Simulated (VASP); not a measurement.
Runs of VASP 6.6.1 on Au. The structure is that of space group Fm-3m (No. 225), or close to it. The cells are those of the table. 

| task | cell | k mesh | cutoff (eV) | gap on the mesh (eV) | pressure (GPa) |
| --- | --- | --- | --- | --- | --- |
| relaxation of cell and atoms | relaxed from a = 2.779 Å, angles 60.0°, 1 atom | 8 × 8 × 8 | 600 | none | 0.0 |
| single point | a = 2.919 Å, angles 60.0°, 1 atom | 8 × 8 × 8 | 520 | none | 0.6 |
| single point | a = 2.916 Å, angles 60.0°, 1 atom | 18 × 18 × 18 | 520 | none | (a) |
| relaxation of cell and atoms | relaxed from a = 2.919 Å, angles 60.0°, 1 atom | 18 × 18 × 18 | 600 | none | -0.1 |

Alike in all rows: level r2SCAN; potentials or basis VASP PAW PBE potentials, release 64 (Au); no spin polarisation; smearing gaussian 0.1 eV.

Task: Fill in the values left out.

Result: (a) 0.3.

Caveats: the PAW data sets were made with another functional, which shifts forces and pressure a little; spin-orbit coupling is left out, which moves the levels of the heavy elements; the relaxation stopped at its first step, so nothing moved (at least some runs).

A k mesh can miss the band edges, and the runs leave out spin-orbit coupling on Au.

A gap of «none» marks levels without a gap at the run's occupations.
